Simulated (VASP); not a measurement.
# ZrB (Fm-3m) in VASP: notebook, part 2 of 2

VASP 6.6.1. Earlier steps stand in the parts before.

## Step 3: Single point, PBE

File INCAR:

```
SYSTEM = ZrB
ALGO = Normal
EDIFF = 1E-6
ENCUT = 520
GGA = PE
ISIF = 2
ISMEAR = -1
LASPH = .True.
LCHARG = .True.
LELF = .True.
LREAL = .False.
LVHAR = .True.
LWAVE = .False.
NBANDS = 14
NELM = 100
PREC = Accurate
SIGMA = 0.05
```

File KPOINTS:

```
k-points
0
Gamma
  10 10 10
  0 0 0
```

File POSCAR:

```
ZrB
1.0
    0.0000000000      2.2775377028      2.2775377028
    2.2775377028      0.0000000000      2.2775377028
    2.2775377028      2.2775377028      0.0000000000
Zr B
1 1
Direct
    0.0000000000      0.0000000000      0.0000000000
    0.5000000000      0.5000000000      0.5000000000
```

Potentials or basis: VASP PAW PBE potentials, release 64 (Zr_sv, B).

On the command line:

```sh
> cat potpaw_PBE.64/Zr_sv/POTCAR potpaw_PBE.64/B/POTCAR > POTCAR
> mpirun -np 1 vasp_std > vasp.out
```

OUTCAR:

```text
SYSTEM = ZrB
   EDIFF = 1E-6
   ENCUT = 520
   GGA = PE
   ISIF = 2
   ISMEAR = -1
   LASPH = .True.
   LREAL = .False.
   NELM = 100
   PREC = Accurate

 ion  position               nearest neighbor table
   1  0.000  0.000  0.000-   2 2.28   2 2.28   2 2.28   2 2.28   2 2.28   2 2.28
   2  0.500  0.500  0.500-   1 2.28   1 2.28   1 2.28   1 2.28   1 2.28   1 2.28

  LATTYP: Found a face centered cubic cell.
 ALAT       =     4.5550754056

  Lattice vectors:

 A1 = (   0.0000000000,   2.2775377028,   2.2775377028)
 A2 = (   2.2775377028,   0.0000000000,   2.2775377028)
 A3 = (   2.2775377028,   2.2775377028,   0.0000000000)

Analysis of symmetry for initial positions (statically):
=====================================================================
 Subroutine PRICEL returns:
 Original cell was already a primitive cell.

 Routine SETGRP: Setting up the symmetry group for a
 face centered cubic supercell.

 Subroutine GETGRP returns: Found 48 space group operations
 (whereof 48 operations were pure point group operations)
 out of a pool of 48 trial point group operations.

The static configuration has the point symmetry O_h .

Analysis of symmetry for dynamics (positions and initial velocities):
=====================================================================
 Subroutine PRICEL returns:
 Original cell was already a primitive cell.

 Routine SETGRP: Setting up the symmetry group for a
 face centered cubic supercell.

 Subroutine GETGRP returns: Found 48 space group operations
 (whereof 48 operations were pure point group operations)
 out of a pool of 48 trial point group operations.

The dynamic configuration has the point symmetry O_h .

 Subroutine INISYM returns: Found 48 space group operations
 (whereof 48 operations are pure point group operations),
 and found     1 'primitive' translations

----------------------------------------------------------------------------------------
[... 116 lines left out ...]
  Thomas-Fermi vector in A             =   2.529310
   LORBIT       =      0    0 simple, 1 ext, 2 COOP (PROOUT), +10 PAW based schemes
   GGA     = PE    functional components
   LHFCALC =     F    Hartree Fock is set to
   AEXX    =    0.0000 exact exchange contribution
   IVDW    =     0    specifies the selected vdW correction
   LEPSILON=     F    determine dielectric tensor
   LRPA    =     F    only Hartree local field effects (RPA)
 non-spin polarized calculation
  energy-cutoff  :      520.00
  volume of cell :       23.63
 maximum number of plane-waves:       648
   NGX = 11   NGY = 11   NGZ = 11

 number of electron      15.0000000 magnetization

 Free energy of the ion-electron system (eV)
  ---------------------------------------------------
  ext. energy  EPLUGINS =         0.00000000
  ---------------------------------------------------
  free energy    TOTEN  =       -15.17102646 eV

  energy without entropy =      -15.16351369  energy(sigma->0) =      -15.16727007

 E-fermi :   9.6763     XC(G=0): -12.5220

 val. band max:        9.6502708414   @ k =   0.5000   0.5000   0.0000
 cond. band min:       9.7201772205   @ k =   0.5000   0.3000   0.1000
 fundamental gap:      0.0699063791
 Fermi energy:         9.6762819131

 k-point     1 :       0.0000    0.0000    0.0000
  band No.  band energies     occupation
      1     -36.8382      2.00000
      2     -14.5205      2.00000
      3     -14.5205      2.00000
      4     -14.5205      2.00000
      5       1.2707      2.00000
      6      11.6609      0.00000
      7      11.6609      0.00000
      8      11.6609      0.00000
      9      13.6056      0.00000
     10      13.6056      0.00000
     11      13.6423      0.00000
     12      13.6423      0.00000
     13      13.6423      0.00000
     14      20.9976      0.00000
[... 377 lines left out ...]
      1     -36.6691      2.00000
      2     -15.3907      2.00000
      3     -14.8697      2.00000
      4     -14.8316      2.00000
      5       3.5017      2.00000
      6       8.0810      2.00000
      7       8.8316      2.00000
      8      11.1604      0.00000
      9      12.0273      0.00000
     10      15.7035      0.00000
     11      17.4248      0.00000
     12      17.6756      0.00000
     13      22.1824      0.00000
     14      24.9915      0.00000

 [... further k-points ...]
[... 5 lines left out ...]
  --------------------------------------------------------------------------------------
  -------------------------------------------------------------------------------------
  Total        7.9863380      7.9863380      7.9863380      0.0000000      0.0000000     -0.0000000
  in kB      541.5412534    541.5412534    541.5412534      0.0000000      0.0000000     -0.0000000
  external PRESSURE =     541.5412534 kB  Pullay stress =       0.0000000 kB

 VOLUME and BASIS-vectors are now :
 -----------------------------------------------------------------------------
  energy-cutoff  :      520.00
  volume of cell :       23.63
      direct lattice vectors                 reciprocal lattice vectors
     0.000000000  2.277537703  2.277537703    -0.219535334  0.219535334  0.219535334
     2.277537703  0.000000000  2.277537703     0.219535334 -0.219535334  0.219535334
     2.277537703  2.277537703  0.000000000     0.219535334  0.219535334 -0.219535334

 POSITION                                       TOTAL-FORCE (eV/Angst)
 -----------------------------------------------------------------------------------
      0.00000      0.00000      0.00000         0.000000      0.000000     -0.000000
      2.27754      2.27754      2.27754         0.000000     -0.000000      0.000000
 -----------------------------------------------------------------------------------
    total drift:                                0.000000     -0.000000     -0.000000

  FREE ENERGIE OF THE ION-ELECTRON SYSTEM (eV)
  ---------------------------------------------------
  free  energy   TOTEN  =       -15.1710264596 eV

  energy  without entropy=      -15.1635136872  energy(sigma->0) =      -15.16727007
```

OSZICAR:

```text
N       E                     dE             d eps       ncg     rms          rms(c)
DAV:   1     0.100659336587E+03    0.10066E+03   -0.80180E+03  1316   0.105E+03
DAV:   2    -0.128356132239E+02   -0.11349E+03   -0.10758E+03  1622   0.293E+02
DAV:   3    -0.167741446552E+02   -0.39385E+01   -0.38976E+01  1894   0.470E+01
DAV:   4    -0.168577988004E+02   -0.83654E-01   -0.83625E-01  1640   0.626E+00
DAV:   5    -0.168588444581E+02   -0.10457E-02   -0.10457E-02  1888   0.601E-01    0.266E+01
DAV:   6    -0.151773022606E+02    0.16815E+01   -0.23430E+00  1542   0.142E+01    0.105E+01
DAV:   7    -0.151650216704E+02    0.12281E-01   -0.32208E-01  1934   0.405E+00    0.408E+00
DAV:   8    -0.151714935439E+02   -0.64719E-02   -0.29254E-02  1568   0.167E+00    0.501E-01
DAV:   9    -0.151709553833E+02    0.53816E-03   -0.21361E-03  1514   0.341E-01    0.146E-01
DAV:  10    -0.151710293281E+02   -0.73945E-04   -0.23678E-04  1538   0.180E-01    0.212E-02
DAV:  11    -0.151710281851E+02    0.11430E-05   -0.76438E-06  1676   0.243E-02    0.302E-03
DAV:  12    -0.151710264016E+02    0.17835E-05   -0.51928E-07   922   0.803E-03    0.239E-03
DAV:  13    -0.151710264596E+02   -0.57907E-07   -0.61903E-08   808   0.254E-03
   1 F= -.15171026E+02 E0= -.15167270E+02  d E =-.751277E-02
```

Run time: 5.4 s. Hardware: 1 thread of Intel Xeon 6975P-C (Granite Rapids), shared host; peak memory 0.15 GiB.

Results:

| Item | Value |
| --- | --- |
| Free energy | -15.1710 eV |
| Pressure | 54.2 GPa |

Levels at points of the mesh, in eV from the Fermi level:
| k point | band 5 | band 6 | band 7 | band 8 | band 9 | band 10 | band 11 | band 12 |
| --- | --- | --- | --- | --- | --- | --- | --- | --- |
| (0.00, 0.00, 0.00) | -8.41 | 1.98 | 1.98 | 1.98 | 3.93 | 3.93 | 3.97 | 3.97 |
| (0.50, 0.00, 0.00) | -4.35 | -3.30 | -1.53 | -1.53 | 6.18 | 6.18 | 7.92 | 8.56 |
| (0.50, 0.50, 0.00) | -6.67 | -1.29 | -0.03 | 2.77 | 2.77 | 5.86 | 7.45 | 7.45 |

## Step 4: Single point, PBEsol

File INCAR:

```
PREC     = Accurate       # precision mode
ENCUT    = 520            # plane-wave cutoff, eV
EDIFF    = 1E-6           # SCF threshold, eV
ISMEAR   = -1             # smearing method
SIGMA    = 0.05           # smearing width, eV
LREAL    = False          # projectors in reciprocal space
LASPH    = True           # aspherical terms in the spheres
NELM     = 100            # most SCF steps
ALGO     = Normal         # electronic algorithm
ISIF     = 2              # what is computed and relaxed
LWAVE    = False          # write WAVECAR
LCHARG   = False          # write CHGCAR
GGA      = PS             # functional
NBANDS   = 14             # bands
```

File KPOINTS:

```
Automatic mesh
0
Gamma
  10 10 10
```

POSCAR is that of step 3.

On the command line:

```sh
> cat potpaw_PBE.64/Zr_sv/POTCAR potpaw_PBE.64/B/POTCAR > POTCAR
> mpirun -np 1 vasp_std > vasp.out
```

Wall time 4.5 s (1 thread of Intel Xeon 6975P-C (Granite Rapids), shared host); peak memory 0.14 GiB.

It converged, with:

```
Free energy : -16.2575 eV
Pressure    : 48.3 GPa
```

Levels at points of the mesh, in eV from the Fermi level:
| k point | band 5 | band 6 | band 7 | band 8 | band 9 | band 10 | band 11 | band 12 |
| --- | --- | --- | --- | --- | --- | --- | --- | --- |
| (0.00, 0.00, 0.00) | -8.39 | 1.95 | 1.95 | 1.95 | 3.92 | 3.92 | 4.00 | 4.00 |
| (0.50, 0.00, 0.00) | -4.38 | -3.23 | -1.54 | -1.54 | 6.17 | 6.17 | 7.92 | 8.55 |
| (0.50, 0.50, 0.00) | -6.63 | -1.33 | -0.01 | 2.80 | 2.80 | 5.87 | 7.45 | 7.45 |

Caveat: the PAW data sets were made with another functional, which shifts forces and pressure a little.

## Step 5: The runs side by side

```csv
level,potentials or basis,gap on the mesh (eV),pressure (GPa)
LDA,"VASP PAW LDA potentials, release 64 (Zr_sv, B)",none,43.9
PBE,"VASP PAW PBE potentials, release 64 (Zr_sv, B)",none,54.2
PBEsol,"VASP PAW PBE potentials, release 64 (Zr_sv, B)",none,48.3
```

Alike in all rows: task single point; no spin polarisation; cell as given; k mesh 10 × 10 × 10; cutoff (eV) 520; smearing fermi-dirac 0.05 eV.

Caveats: the PAW data sets were made with another functional, which shifts forces and pressure a little (some runs).

Absolute energies hang on the potentials; compare differences alone.
